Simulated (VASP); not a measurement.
# TiSnTe3 (P6/mmm) in VASP: further runs

The runs below take TiSnTe3 through single point, relaxation of cell and atoms, with PBE.

All numbers are computed with VASP 6.6.1; they aren't measurements. Logs are shortened: lines on timing, memory, paths and dates and some standing lists are left out, and cuts for length are marked.

**1. The cell of the first run**

The structure is hexagonal, space group P6/mmm (No. 191). Conventional cell: a = 5.381 Å, b = 5.381 Å, c = 7.154 Å, α = 90.00°, β = 90.00°, γ = 120.00°. Ti (site symmetry 6/mmm) has 6 Te at 2.69 Å within 3.5 Å. Sn (site symmetry 6/mmm) has 2 Ti at 3.58 Å and 12 Te at 4.48 Å within 4.7 Å. Within 3.5 Å of Te (site symmetry mmm) lie 4 Te at 2.69 Å and 2 Ti at 2.69 Å.

**2. Single point, PBE**

INCAR

```
ALGO = Normal
EDIFF = 1E-6
ENCUT = 520
GGA = PE
ISIF = 2
ISMEAR = 0
LASPH = True
LCHARG = False
LREAL = False
LWAVE = False
NBANDS = 30
NELM = 100
PREC = Accurate
SIGMA = 0.1
```

KPOINTS

```
k-points
0
Gamma
  6 6 4
```

POSCAR

```
TiSnTe3
1.0
    5.3813328400      0.0000000000      0.0000000000
   -2.6906664200      4.6603709400      0.0000000000
    0.0000000000      0.0000000000      7.1539287900
Ti Sn Te
1 1 3
Direct
    0.0000000000      0.0000000000      0.0000000000
    0.0000000000      0.0000000000      0.5000000000
    0.5000000000      0.0000000000      0.0000000000
    0.0000000000      0.5000000000      0.0000000000
    0.5000000000      0.5000000000      0.0000000000
```

Potentials or basis: VASP PAW PBE potentials, release 64 (Ti_sv, Sn_d, Te).

Started as:

```console
> cat potpaw_PBE.64/Ti_sv/POTCAR potpaw_PBE.64/Sn_d/POTCAR potpaw_PBE.64/Te/POTCAR > POTCAR
> mpirun -np 1 vasp_std > vasp.out
```

OUTCAR:

```text
EDIFF = 1E-6
   ENCUT = 520
   GGA = PE
   ISIF = 2
   ISMEAR = 0
   LASPH = True
   LREAL = False
   NELM = 100
   PREC = Accurate

 ion  position               nearest neighbor table
   1  0.000  0.000  0.000-   4 2.69   5 2.69   4 2.69   5 2.69   3 2.69   3 2.69
   2  0.000  0.000  0.500-
   3  0.500  0.000  0.000-   4 2.69   5 2.69   5 2.69   4 2.69   1 2.69   1 2.69
   4  0.000  0.500  0.000-   1 2.69   3 2.69   1 2.69   3 2.69   5 2.69   5 2.69
   5  0.500  0.500  0.000-   1 2.69   3 2.69   3 2.69   1 2.69   4 2.69   4 2.69

  LATTYP: Found a hexagonal cell.
 ALAT       =     5.3813328400
 C/A-ratio  =     1.3293971963

  Lattice vectors:

 A1 = (   5.3813328400,   0.0000000000,   0.0000000000)
 A2 = (  -2.6906664200,   4.6603709400,   0.0000000000)
 A3 = (   0.0000000000,   0.0000000000,   7.1539287900)

Analysis of symmetry for initial positions (statically):
=====================================================================
 Subroutine PRICEL returns:
 Original cell was already a primitive cell.

 Routine SETGRP: Setting up the symmetry group for a
 hexagonal supercell.

 Subroutine GETGRP returns: Found 24 space group operations
 (whereof 24 operations were pure point group operations)
 out of a pool of 24 trial point group operations.

The static configuration has the point symmetry D_6h.

Analysis of symmetry for dynamics (positions and initial velocities):
=====================================================================
 Subroutine PRICEL returns:
 Original cell was already a primitive cell.

 Routine SETGRP: Setting up the symmetry group for a
 hexagonal supercell.

 Subroutine GETGRP returns: Found 24 space group operations
 (whereof 24 operations were pure point group operations)
 out of a pool of 24 trial point group operations.

The dynamic configuration has the point symmetry D_6h.

 Subroutine INISYM returns: Found 24 space group operations
 (whereof 24 operations are pure point group operations),
 and found     1 'primitive' translations

----------------------------------------------------------------------------------------

                                     Primitive cell

  volume of cell :     179.4134

[... 87 lines left out ...]
   LASPH  =      T    aspherical Exc in radial PAW
   ENCUT  =  520.0 eV  38.22 Ry    6.18 a.u.  10.01 10.01 13.30*2*pi/ulx,y,z
   NELM   =    100;   NELMIN=  2; NELMDL= -5     # of ELM steps
   EDIFF  = 0.1E-05   stopping-criterion for ELM
   LREAL  =      F    real-space projection
   EDIFFG = 0.1E-04   stopping-criterion for IOM
   NSW    =      0    number of steps for IOM
   IBRION =     -1    ionic relax: 0-MD 1-quasi-New 2-CG
   NFREE  =      0    steps in history (QN), initial steepest desc. (CG)
   ISIF   =      2    stress and relaxation
   ISYM   =      2    0-nonsym 1-usesym 2-fastsym
   POTIM  = 0.5000    time-step for ionic-motion
   TEBEG  =    0.0;   TEEND  =   0.0 temperature during run
   PSTRESS=    0.0 pullay stress
   NELECT =      44.0000    total number of electrons
   NUPDOWN=      -1.0000    fix difference up-down
   EMIN   =  10.00;   EMAX   =-10.00  energy-range for DOS
   EFERMI =   0.00;   METHOD = LEGACY
   ISMEAR =     0;   SIGMA  =   0.10  broadening in eV -4-tet -1-fermi 0-gaus
   EFERMI_NEDOS =   21; number of points for ismear=-14 and -15
   IALGO  =     38    algorithm
   IMIX   =      4    mixing-type and parameters
     AMIX     =   0.40;   BMIX     =  1.00
     AMIX_MAG =   1.60;   BMIX_MAG =  1.00
  volume/ion in A,a.u.               =      35.88       242.15
  Fermi-wavevector in a.u.,A,eV,Ry     =   1.024725  1.936450 14.286957  1.050062
  Thomas-Fermi vector in A             =   2.158528
   LORBIT       =      0    0 simple, 1 ext, 2 COOP (PROOUT), +10 PAW based schemes
   GGA     = PE    functional components
   LHFCALC =     F    Hartree Fock is set to
   AEXX    =    0.0000 exact exchange contribution
   IVDW    =     0    specifies the selected vdW correction
   LEPSILON=     F    determine dielectric tensor
   LRPA    =     F    only Hartree local field effects (RPA)
 non-spin polarized calculation
 Gauss-broadening in eV      SIGMA  =   0.10
  energy-cutoff  :      520.00
  volume of cell :      179.41
 maximum number of plane-waves:      4872
   NGX = 21   NGY = 21   NGZ = 27

 number of electron      43.9999981 magnetization

 Free energy of the ion-electron system (eV)
  ---------------------------------------------------
  ext. energy  EPLUGINS =         0.00000000
  ---------------------------------------------------
  free energy    TOTEN  =       -14.82305074 eV

  energy without entropy =      -14.79166596  energy(sigma->0) =      -14.80735835

 E-fermi :   5.1590     XC(G=0):  -8.2688

 val. band max:        5.1404908318   @ k =   0.3333   0.3333   0.2500
 cond. band min:       5.2014487952   @ k =   0.1667   0.0000   0.5000
 fundamental gap:      0.0609579633
 Fermi energy:         5.1589935472

 k-point     1 :       0.0000    0.0000    0.0000
  band No.  band energies     occupation
      1     -52.3975      2.00000
      2     -28.7578      2.00000
      3     -28.7578      2.00000
      4     -28.7238      2.00000
      5     -16.7824      2.00000
      6     -16.7824      2.00000
[... 682 lines left out ...]
     29       8.3730      0.00000
     30       8.3730      0.00000

------------------------ aborting loop because EDIFF is reached ----------------------------------------

  FORCE on cell =-STRESS in cart. coord.  units (eV):
  Direction    XX          YY          ZZ          XY          YZ          ZX
  --------------------------------------------------------------------------------------
  -------------------------------------------------------------------------------------
  Total       29.8149785     29.8149784     -5.7577042      0.0000000      0.0000000     -0.0000000
  in kB      266.2503151    266.2503144    -51.4167926      0.0000000      0.0000000     -0.0000000
  external PRESSURE =     160.3612790 kB  Pullay stress =       0.0000000 kB

 VOLUME and BASIS-vectors are now :
 -----------------------------------------------------------------------------
  energy-cutoff  :      520.00
  volume of cell :      179.41
      direct lattice vectors                 reciprocal lattice vectors
     5.381332840  0.000000000  0.000000000     0.185827569  0.107287597  0.000000000
    -2.690666420  4.660370940  0.000000000     0.000000000  0.214575194  0.000000000
     0.000000000  0.000000000  7.153928790     0.000000000  0.000000000  0.139783332

 POSITION                                       TOTAL-FORCE (eV/Angst)
 -----------------------------------------------------------------------------------
      0.00000      0.00000      0.00000        -0.000000      0.000000      0.000000
      0.00000      0.00000      3.57696         0.000000      0.000000      0.000000
      2.69067      0.00000      0.00000         0.000000      0.000000      0.000000
     -1.34533      2.33019      0.00000        -0.000000      0.000000      0.000000
      1.34533      2.33019      0.00000         0.000000      0.000000      0.000000
 -----------------------------------------------------------------------------------
    total drift:                                0.000000     -0.000000     -0.000000

  FREE ENERGIE OF THE ION-ELECTRON SYSTEM (eV)
  ---------------------------------------------------
  free  energy   TOTEN  =       -14.8230507394 eV

  energy  without entropy=      -14.7916659575  energy(sigma->0) =      -14.80735835
```

OSZICAR:

```text
N       E                     dE             d eps       ncg     rms          rms(c)
DAV:   1     0.410122652632E+03    0.41012E+03   -0.19430E+04  1266   0.145E+03
DAV:   2     0.373010025160E+02   -0.37282E+03   -0.36148E+03  1292   0.389E+02
DAV:   3    -0.129527482122E+02   -0.50254E+02   -0.47577E+02  1850   0.136E+02
DAV:   4    -0.160109594456E+02   -0.30582E+01   -0.30213E+01  1814   0.311E+01
DAV:   5    -0.161138931274E+02   -0.10293E+00   -0.10281E+00  1790   0.539E+00    0.265E+01
DAV:   6    -0.192030406067E+02   -0.30891E+01   -0.16577E+01  1594   0.243E+01    0.243E+01
DAV:   7    -0.158807152535E+02    0.33223E+01   -0.47752E+01  1702   0.333E+01    0.114E+01
DAV:   8    -0.150889858446E+02    0.79173E+00   -0.11940E+00  1430   0.637E+00    0.716E+00
DAV:   9    -0.148476341282E+02    0.24135E+00   -0.41365E-01  1680   0.375E+00    0.273E+00
DAV:  10    -0.148375408998E+02    0.10093E-01   -0.48411E-02  1790   0.105E+00    0.165E+00
DAV:  11    -0.148231677493E+02    0.14373E-01   -0.43638E-02  1714   0.125E+00    0.635E-01
DAV:  12    -0.148239913638E+02   -0.82361E-03   -0.84838E-03  1882   0.535E-01    0.270E-01
DAV:  13    -0.148230327144E+02    0.95865E-03   -0.26507E-03  1460   0.294E-01    0.122E-01
DAV:  14    -0.148230717653E+02   -0.39051E-04   -0.25105E-04  1656   0.626E-02    0.673E-02
DAV:  15    -0.148230531021E+02    0.18663E-04   -0.38060E-05  1464   0.342E-02    0.389E-02
DAV:  16    -0.148230502020E+02    0.29001E-05   -0.21702E-05  1664   0.295E-02    0.884E-03
DAV:  17    -0.148230507394E+02   -0.53738E-06   -0.16855E-06  1180   0.818E-03
   1 F= -.14823051E+02 E0= -.14807358E+02  d E =-.313848E-01
```

stdout:

```text
POSCAR found type information on POSCAR TiSnTe
 POSCAR found :  3 types and       5 ions
 scaLAPACK will be used
 LDA part: xc-table for (Slater+PW92), standard interpolation
 POSCAR, INCAR and KPOINTS ok, starting setup
 FFT: planning ... GRIDC
 FFT: planning ... GRID_SOFT
 FFT: planning ... GRID
 WAVECAR not read
 entering main loop
```

It took 2.6 min on 1 thread of Intel Xeon 6975P-C, shared host; peak memory 0.35 GiB.

Results:

```
Free energy            : -14.8231 eV
Pressure               : 16.0 GPa
Band gap on the k mesh : zero (band 22 reaches 5.35 eV, above the bottom of band 23 at 4.77 eV)
```

Caveat: spin-orbit coupling is left out, which moves the levels of the heavy elements.

**3. Single point, PBE**

This run uses another cell than the first one, of 35.96 Å³/atom, 1.002 times its volume.

INCAR

```
SYSTEM = TiSnTe3
PREC = Accurate
ENCUT = 520
EDIFF = 1E-7
ISMEAR = 0
SIGMA = 0.1
LREAL = .False.
LASPH = .True.
NELM = 100
ALGO = Normal
ISIF = 2
LWAVE = .False.
LCHARG = .False.
GGA = PE
NBANDS = 30
```

KPOINTS

```
regular mesh
0
Gamma
  6 6 4
  0 0 0
```

Edit POSCAR of step 2 so:

```diff
@@ -2,5 +2,5 @@
 1.0
-    5.3813328400      0.0000000000      0.0000000000
-   -2.6906664200      4.6603709400      0.0000000000
-    0.0000000000      0.0000000000      7.1539287900
+    6.1714877607      0.0000000000      0.0000000000
+   -3.0857438804      5.3446651799      0.0000000000
+    0.0000000000      0.0000000000      5.4509905042
 Ti Sn Te
```

Potentials or basis: VASP PAW PBE potentials, release 64 (Ti_sv, Sn_d, Te).

Started as:

```console
> cat potpaw_PBE.64/Ti_sv/POTCAR potpaw_PBE.64/Sn_d/POTCAR potpaw_PBE.64/Te/POTCAR > POTCAR
> mpirun -np 1 vasp_std > vasp.out
```

Run time: 2.6 min. Hardware: 1 thread of Intel Xeon 6975P-C, shared host; peak memory 0.37 GiB.

Results (log left out):

```
Free energy            : -19.7302 eV
Pressure               : 0.0 GPa
Band gap on the k mesh : zero (band 22 reaches 5.07 eV, above the bottom of band 23 at 4.56 eV)
```

Levels at points of the mesh, in eV from the Fermi level:
| k point | band 18 | band 19 | band 20 | band 21 | band 22 | band 23 | band 24 | band 25 | band 26 | band 27 |
| --- | --- | --- | --- | --- | --- | --- | --- | --- | --- | --- |
| (0.00, 0.00, 0.00) | -0.64 | -0.64 | -0.04 | -0.04 | 0.30 | 0.40 | 0.40 | 0.41 | 0.91 | 0.91 |
| (0.50, 0.00, 0.00) | -2.35 | -2.34 | -1.75 | -1.17 | -0.14 | -0.02 | 0.40 | 0.65 | 0.67 | 0.92 |
| (0.00, 0.00, 0.50) | -2.51 | -1.22 | -1.22 | -1.02 | -1.02 | 0.30 | 0.40 | 0.40 | 1.66 | 2.09 |
| (0.50, 0.00, 0.50) | -2.39 | -2.11 | -2.05 | -1.78 | -1.71 | 0.23 | 0.29 | 0.40 | 1.50 | 2.19 |

Caveat: spin-orbit coupling is left out, which moves the levels of the heavy elements.

[end of part 1 of 2]
